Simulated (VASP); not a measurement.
# Ti (Pm-3m) in VASP: notebook

Ti is run at these levels: r2SCAN; tasks: single point.

All numbers are computed with VASP 6.6.1; they aren't measurements. Logs are shortened: lines on timing, memory, paths and dates and some standing lists are left out, and cuts for length are marked.

## Step 1: The cell of the first run

The structure is cubic, space group Pm-3m (No. 221). The conventional cell has a = 2.666 Å, b = 2.666 Å, c = 2.666 Å, α = 90.00°, β = 90.00°, γ = 90.00°. Ti (site symmetry m-3m) has 6 Ti at 2.67 Å within 3.5 Å.

## Step 2: Single point, r2SCAN (volume scaled by 1.04)

POSCAR

```
Ti
1.0
    2.6659522819      0.0000000000      0.0000000000
    0.0000000000      2.6659522819      0.0000000000
    0.0000000000      0.0000000000      2.6659522819
Ti
1
Direct
    0.0000000000      0.0000000000      0.0000000000
```

INCAR.step1

```
SYSTEM = Ti
PREC = Accurate ; ENCUT = 520
ISMEAR = -1 ; SIGMA = 0.1
LREAL = .False. ; LASPH = .True.
NELM = 80 ; NBANDS = 12
GGA = PE ; ALGO = Normal
EDIFF = 1E-4 ; LWAVE = .True.
LCHARG = .False.
```

INCAR.step2

```
SYSTEM = Ti
PREC = Accurate ; ENCUT = 520
EDIFF = 1E-7 ; ISMEAR = -1
SIGMA = 0.1 ; LREAL = .False.
LASPH = .True. ; NELM = 80
ALGO = Normal ; ISIF = 2
LWAVE = .False. ; LCHARG = .False.
METAGGA = R2SCAN ; LMIXTAU = .True.
NBANDS = 12 ; ISTART = 1
```

KPOINTS

```
Automatic mesh
0
Gamma
  13 13 13
  0 0 0
```

Potentials or basis: VASP PAW PBE potentials, release 64 (Ti_sv).

Run with:

```
$ cat potpaw_PBE.64/Ti_sv/POTCAR > POTCAR
$ cp INCAR.step1 INCAR
$ mpirun -np 1 vasp_std > vasp.out
$ cp INCAR.step2 INCAR
$ mpirun -np 1 vasp_std > vasp.out
```

OUTCAR:

```text
SYSTEM = Ti
   PREC = Accurate
   ENCUT = 520
   EDIFF = 1E-7
   ISMEAR = -1
   LREAL = .False.
   LASPH = .True.
   NELM = 80
   ISIF = 2
   METAGGA = R2SCAN
   ISTART = 1

 ion  position               nearest neighbor table
   1  0.000  0.000  0.000-

  LATTYP: Found a simple cubic cell.
 ALAT       =     2.6659522819

  Lattice vectors:

 A1 = (   2.6659522819,   0.0000000000,   0.0000000000)
 A2 = (   0.0000000000,   2.6659522819,   0.0000000000)
 A3 = (   0.0000000000,   0.0000000000,   2.6659522819)

Analysis of symmetry for initial positions (statically):
=====================================================================
 Subroutine PRICEL returns:
 Original cell was already a primitive cell.

 Routine SETGRP: Setting up the symmetry group for a
 simple cubic supercell.

 Subroutine GETGRP returns: Found 48 space group operations
 (whereof 48 operations were pure point group operations)
 out of a pool of 48 trial point group operations.

The static configuration has the point symmetry O_h .

Analysis of symmetry for dynamics (positions and initial velocities):
=====================================================================
 Subroutine PRICEL returns:
 Original cell was already a primitive cell.

 Routine SETGRP: Setting up the symmetry group for a
 simple cubic supercell.

 Subroutine GETGRP returns: Found 48 space group operations
 (whereof 48 operations were pure point group operations)
 out of a pool of 48 trial point group operations.

The dynamic configuration has the point symmetry O_h .

 Subroutine INISYM returns: Found 48 space group operations
 (whereof 48 operations are pure point group operations),
 and found     1 'primitive' translations

----------------------------------------------------------------------------------------

                                     Primitive cell

  volume of cell :      18.9477

  direct lattice vectors                    reciprocal lattice vectors
     2.665952282  0.000000000  0.000000000     0.375100487  0.000000000  0.000000000
     0.000000000  2.665952282  0.000000000     0.000000000  0.375100487  0.000000000
     0.000000000  0.000000000  2.665952282     0.000000000  0.000000000  0.375100487

  length of vectors
     2.665952282  2.665952282  2.665952282     0.375100487  0.375100487  0.375100487

  position of ions in fractional coordinates (direct lattice)
     0.000000000  0.000000000  0.000000000

[... 81 lines left out ...]
   ISIF   =      2    stress and relaxation
   ISYM   =      2    0-nonsym 1-usesym 2-fastsym
   POTIM  = 0.5000    time-step for ionic-motion
   TEBEG  =    0.0;   TEEND  =   0.0 temperature during run
   PSTRESS=    0.0 pullay stress
   NELECT =      12.0000    total number of electrons
   NUPDOWN=      -1.0000    fix difference up-down
   EMIN   =  10.00;   EMAX   =-10.00  energy-range for DOS
   EFERMI =   0.00;   METHOD = LEGACY
   ISMEAR =    -1;   SIGMA  =   0.10  broadening in eV -4-tet -1-fermi 0-gaus
   EFERMI_NEDOS =   21; number of points for ismear=-14 and -15
   IALGO  =     38    algorithm
   IMIX   =      4    mixing-type and parameters
     AMIX     =   0.40;   BMIX     =  1.00
     AMIX_MAG =   1.60;   BMIX_MAG =  1.00
  volume/ion in A,a.u.               =      18.95       127.87
  Fermi-wavevector in a.u.,A,eV,Ry     =   1.405884  2.656736 26.892055  1.976510
  Thomas-Fermi vector in A             =   2.528300
   LORBIT       =      0    0 simple, 1 ext, 2 COOP (PROOUT), +10 PAW based schemes
   METAGGA = R2SCAN    functional components
   LHFCALC =     F    Hartree Fock is set to
   AEXX    =    0.0000 exact exchange contribution
   IVDW    =     0    specifies the selected vdW correction
   LEPSILON=     F    determine dielectric tensor
   LRPA    =     F    only Hartree local field effects (RPA)
 non-spin polarized calculation
  energy-cutoff  :      520.00
  volume of cell :       18.95
 maximum number of plane-waves:       521
 NGX is ok and might be reduce to    20
   NGX =  9   NGY =  9   NGZ =  9

 number of electron      11.9999995 magnetization

 Free energy of the ion-electron system (eV)
  ---------------------------------------------------
  ext. energy  EPLUGINS =         0.00000000
  ---------------------------------------------------
  free energy    TOTEN  =       -12.06064050 eV

  energy without entropy =      -11.99153408  energy(sigma->0) =      -12.02608729

 E-fermi :   7.2955     XC(G=0): -11.8459

 val. band max:        7.2683096134   @ k =   0.3846   0.1538   0.1538
 cond. band min:       7.3026460801   @ k =   0.3846   0.2308   0.1538
 fundamental gap:      0.0343364668
 Fermi energy:         7.2954687654

 k-point     1 :       0.0000    0.0000    0.0000
  band No.  band energies     occupation
      1     -51.6241      2.00000
      2     -26.4012      2.00000
      3     -26.4012      2.00000
      4     -26.4012      2.00000
      5       1.2738      2.00000
      6       5.9621      2.00000
      7       5.9621      2.00000
      8      11.4164      0.00000
      9      11.4164      0.00000
     10      11.4164      0.00000
     11      23.5450      0.00000
     12      23.5450      0.00000
[... 331 lines left out ...]
 k-point    24 :       0.3846    0.3077    0.0000
  band No.  band energies     occupation
      1     -51.4451      2.00000
      2     -27.0507      2.00000
      3     -26.8755      2.00000
      4     -26.2920      2.00000
      5       5.0820      2.00000
      6       6.7089      1.99435
      7       9.0270      0.00000
      8      10.0350      0.00000
      9      10.3175      0.00000
     10      10.4261      0.00000
     11      15.4738      0.00000
     12      20.0120      0.00000

 [... further k-points ...]

------------------------ aborting loop because EDIFF is reached ----------------------------------------

  FORCE on cell =-STRESS in cart. coord.  units (eV):
  Direction    XX          YY          ZZ          XY          YZ          ZX
  --------------------------------------------------------------------------------------
  -------------------------------------------------------------------------------------
  Total       -0.3336915     -0.3336915     -0.3336915      0.0000000      0.0000000     -0.0000000
  in kB      -28.2162018    -28.2162018    -28.2162018      0.0000000      0.0000000     -0.0000000
  external PRESSURE =     -28.2162018 kB  Pullay stress =       0.0000000 kB

 VOLUME and BASIS-vectors are now :
 -----------------------------------------------------------------------------
  energy-cutoff  :      520.00
  volume of cell :       18.95
      direct lattice vectors                 reciprocal lattice vectors
     2.665952282  0.000000000  0.000000000     0.375100487  0.000000000  0.000000000
     0.000000000  2.665952282  0.000000000     0.000000000  0.375100487  0.000000000
     0.000000000  0.000000000  2.665952282     0.000000000  0.000000000  0.375100487

 POSITION                                       TOTAL-FORCE (eV/Angst)
 -----------------------------------------------------------------------------------
      0.00000      0.00000      0.00000         0.000000      0.000000      0.000000
 -----------------------------------------------------------------------------------
    total drift:                               -0.000000      0.000000     -0.000000

  FREE ENERGIE OF THE ION-ELECTRON SYSTEM (eV)
  ---------------------------------------------------
  free  energy   TOTEN  =       -12.0606404967 eV

  energy  without entropy=      -11.9915340806  energy(sigma->0) =      -12.02608729
```

OSZICAR.step1:

```text
N       E                     dE             d eps       ncg     rms          rms(c)
DAV:   1     0.884604450447E+02    0.88460E+02   -0.65862E+03  2032   0.119E+03
DAV:   2    -0.299966907287E+01   -0.91460E+02   -0.88514E+02  2068   0.291E+02
DAV:   3    -0.763689828995E+01   -0.46372E+01   -0.45129E+01  2852   0.668E+01
DAV:   4    -0.773027039217E+01   -0.93372E-01   -0.93141E-01  2304   0.828E+00
DAV:   5    -0.773270690387E+01   -0.24365E-02   -0.24361E-02  2512   0.113E+00    0.726E+00
DAV:   6    -0.701364723317E+01    0.71906E+00   -0.18591E+00  2156   0.180E+01    0.203E+00
DAV:   7    -0.701968201621E+01   -0.60348E-02   -0.52975E-02  2464   0.221E+00    0.122E+00
DAV:   8    -0.703230177290E+01   -0.12620E-01   -0.33300E-02  2172   0.194E+00    0.883E-02
DAV:   9    -0.703254646213E+01   -0.24469E-03   -0.22427E-03  2500   0.438E-01    0.764E-02
DAV:  10    -0.703253685801E+01    0.96041E-05   -0.17130E-04  2112   0.133E-01
   1 F= -.70325369E+01 E0= -.69949292E+01  d E =-.752152E-01
```

It took 1.8 min on 1 thread of AMD EPYC 7R43 (Zen 3), shared host; peak memory 0.1 GiB.

Results:

```
Free energy            : -12.0606 eV
Pressure               : -2.8 GPa
Band gap on the k mesh : zero (band 6 reaches 7.95 eV, above the bottom of band 7 at 5.96 eV)
```

Caveat: the PAW data sets were made with another functional, which shifts forces and pressure a little.

## Step 3: Single point, r2SCAN (volume scaled by 1.08)

POSCAR

```
Ti
1.0
    2.6997020961      0.0000000000      0.0000000000
    0.0000000000      2.6997020961      0.0000000000
    0.0000000000      0.0000000000      2.6997020961
Ti
1
Direct
    0.0000000000      0.0000000000      0.0000000000
```

INCAR.step1

```
SYSTEM = Ti
ALGO     = Normal         ! electronic algorithm
EDIFF    = 1E-4           ! SCF threshold, eV
ENCUT    = 520            ! plane-wave cutoff, eV
GGA      = PE             ! functional
ISMEAR   = -1             ! smearing method
LASPH    = .True.         ! aspherical terms in the spheres
LCHARG   = .False.        ! write CHGCAR
LREAL    = .False.        ! projectors in reciprocal space
LWAVE    = .True.         ! write WAVECAR
NBANDS   = 12             ! bands
NELM     = 80             ! most SCF steps
PREC     = Accurate       ! precision mode
SIGMA    = 0.1            ! smearing width, eV
```

INCAR.step2

```
SYSTEM = Ti
ALGO     = Normal         ! electronic algorithm
EDIFF    = 1E-6           ! SCF threshold, eV
ENCUT    = 520            ! plane-wave cutoff, eV
ISIF     = 2              ! what is computed and relaxed
ISMEAR   = -1             ! smearing method
ISTART   = 1            
LASPH    = .True.         ! aspherical terms in the spheres
LCHARG   = .False.        ! write CHGCAR
LMIXTAU  = .True.       
LREAL    = .False.        ! projectors in reciprocal space
LWAVE    = .False.        ! write WAVECAR
METAGGA  = R2SCAN         ! meta-GGA
NBANDS   = 12             ! bands
NELM     = 80             ! most SCF steps
PREC     = Accurate       ! precision mode
SIGMA    = 0.1            ! smearing width, eV
```

KPOINTS

```
k-points
0
Gamma
  13 13 13
  0 0 0
```

Potentials or basis: VASP PAW PBE potentials, release 64 (Ti_sv).

Run with:

```
$ cat potpaw_PBE.64/Ti_sv/POTCAR > POTCAR
$ cp INCAR.step1 INCAR
$ mpirun -np 1 vasp_std > vasp.out
$ cp INCAR.step2 INCAR
$ mpirun -np 1 vasp_std > vasp.out
```

Wall time 95 s (1 thread of AMD EPYC 7R43 (Zen 3), shared host); peak memory 0.1 GiB.

The run converged. Its results:

```yaml
Free_energy: -12.0424 eV
Pressure: -5.3 GPa
Band_gap_on_the_k_mesh: zero (band 6 reaches 7.53 eV, above the bottom of band 7 at 5.66 eV)
```

Levels at points of the mesh, in eV from the Fermi level:
```tsv
k point	band 4	band 5	band 6	band 7	band 8	band 9
(0.00, 0.00, 0.00)	-33.79	-5.94	-1.26	-1.26	3.96	3.96
```

Caveat: the PAW data sets were made with another functional, which shifts forces and pressure a little.

## Step 4: Single point, r2SCAN (volume scaled by 1.12)

POSCAR

```
Ti
1.0
    2.7326285375      0.0000000000      0.0000000000
    0.0000000000      2.7326285375      0.0000000000
    0.0000000000      0.0000000000      2.7326285375
Ti
1
Direct
    0.0000000000      0.0000000000      0.0000000000
```

INCAR.step1

```
SYSTEM = Ti
PREC = Accurate
ENCUT = 520
ISMEAR = -1
SIGMA = 0.1
LREAL = .FALSE.
LASPH = .TRUE.
NELM = 100
NBANDS = 12
GGA = PE
ALGO = Normal
EDIFF = 1E-4
LWAVE = .TRUE.
LCHARG = .FALSE.
```

INCAR.step2

```
SYSTEM = Ti
PREC = Accurate
ENCUT = 520
EDIFF = 1E-6
ISMEAR = -1
SIGMA = 0.1
LREAL = .FALSE.
LASPH = .TRUE.
NELM = 100
ALGO = Normal
ISIF = 2
LWAVE = .FALSE.
LCHARG = .TRUE.
METAGGA = R2SCAN
LMIXTAU = .TRUE.
LELF = .TRUE.
LVHAR = .TRUE.
NBANDS = 12
ISTART = 1
```

KPOINTS

```
regular mesh
0
G
  13 13 13
  0 0 0
```

Run with:

```
$ cat potpaw_PBE.64/Ti_sv/POTCAR > POTCAR
$ cp INCAR.step1 INCAR
$ mpirun -np 1 vasp_std > vasp.out
$ cp INCAR.step2 INCAR
$ mpirun -np 1 vasp_std > vasp.out
```

Run time: 98 s. Hardware: 1 thread of AMD EPYC 7R43 (Zen 3), shared host; peak memory 0.1 GiB.

Results (log left out):

* Free energy: -12.0139 eV
* Pressure: -7.4 GPa
* Band gap on the k mesh: zero (band 6 reaches 7.14 eV, above the bottom of band 7 at 5.38 eV)

Levels at points of the mesh, in eV from the Fermi level:
```tsv
k point	band 3	band 4	band 5	band 6	band 7	band 8	band 9	band 10
(0.00, 0.00, 0.00)	-33.88	-33.88	-5.86	-1.20	-1.20	3.81	3.81	3.81
```

Caveat: the PAW data sets were made with another functional, which shifts forces and pressure a little.

## Step 5: Overview

| cell | gap on the mesh (eV) | pressure (GPa) |
| --- | --- | --- |
| a = 2.666 Å, 1 atom | none | -2.8 |
| a = 2.700 Å, 1 atom | none | -5.3 |
| a = 2.733 Å, 1 atom | none | -7.4 |

Alike in all rows: task single point; level r2SCAN; potentials or basis VASP PAW PBE potentials, release 64 (Ti_sv); no spin polarisation; k mesh 13 × 13 × 13; cutoff (eV) 520; smearing fermi-dirac 0.1 eV.

Caveats: the PAW data sets were made with another functional, which shifts forces and pressure a little.

Absolute energies hang on the potentials; compare differences alone.
